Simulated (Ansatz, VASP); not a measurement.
MgO in VASP and in Ansatz

Contents of INCAR:

```
SYSTEM = MgO
PREC = Accurate ; ENCUT = 520
EDIFF = 1E-6 ; ISMEAR = 0
SIGMA = 0.05 ; LREAL = .False.
LASPH = .True. ; NELM = 80
ALGO = Normal ; ISIF = 2
LWAVE = .False. ; LCHARG = .False.
GGA = PE ; NBANDS = 16
```

Contents of KPOINTS:

```
Automatic mesh
0
Gamma
  9 9 6
  0 0 0
```

The input POSCAR:

```
MgO
1.0
    3.4772157108      0.0000000000      0.0000000000
   -1.7386078554      3.0113571399      0.0000000000
    0.0000000000      0.0000000000      4.6556441151
Mg O
2 2
Direct
    0.3333333333      0.6666666667      0.0356068245
    0.6666666667      0.3333333333      0.5356068245
    0.3333333333      0.6666666667      0.3982811987
    0.6666666667      0.3333333333      0.8982811987
```

Input for Ansatz:

```yaml
crystal:
  lattice:
    - [3.4772157108, 0.0, 0.0]
    - [-1.7386078554, 3.0113571399, 0.0]
    - [0.0, 0.0, 4.6556441151]
  atoms:
    - { symbol: Mg, position: [0.3333333333, 0.6666666667, 0.0356068245] }
    - { symbol: Mg, position: [0.6666666667, 0.3333333333, 0.5356068245] }
    - { symbol: O, position: [0.3333333333, 0.6666666667, 0.3982811987] }
    - { symbol: O, position: [0.6666666667, 0.3333333333, 0.8982811987] }
basis:
  ecutwfc: 520.0
kpoints:
  mp_grid: { grid: [9, 9, 6] }
hamiltonian:
  xc: pbe
  pseudopotentials: { kind: paw, azcp: { folder: soft_1 } }
scf:
  occupations: { method: gaussian, width: 0.05 }
output:
  forces: true
  stress: true
  eigenvalues: true
```

Alike in both runs: task single point; functional PBE; k mesh 9 × 9 × 6; occupations gaussian, width 0.05 eV; no spin polarisation.

|  | VASP | Ansatz |
| --- | --- | --- |
| version | VASP 6.6.1 | Ansatz 0.2.0 |
| potentials or method | VASP PAW PBE potentials, release 64 (Mg, O), cutoff 520 eV | scalar-relativistic, plane waves, PAW |
| valence electrons in the cell | 16 | 32 |

Ansatz gave:

```
gap on the k mesh at the Fermi level (eV)                     : 3.34
least direct gap on the mesh (eV)                             : 3.34
pressure (GPa)                                                : 12.0
traceless stress, the component that is largest in VASP (GPa) : 43.70
rms of the force components (eV/Å)                            : 3.061
```

Which values does VASP return?

gap on the k mesh at the Fermi level (eV): 3.33; least direct gap on the mesh (eV): 3.33; pressure (GPa): 12.0; traceless stress, the component that is largest in VASP (GPa): 44.81; rms of the force components (eV/Å): 3.143.

Atom by atom the forces differ by 0.082 eV/Å (rms over components). VASP's potentials hold 16 valence electrons a cell and Ansatz's 32, so a difference there can come from the potentials and not from the codes.
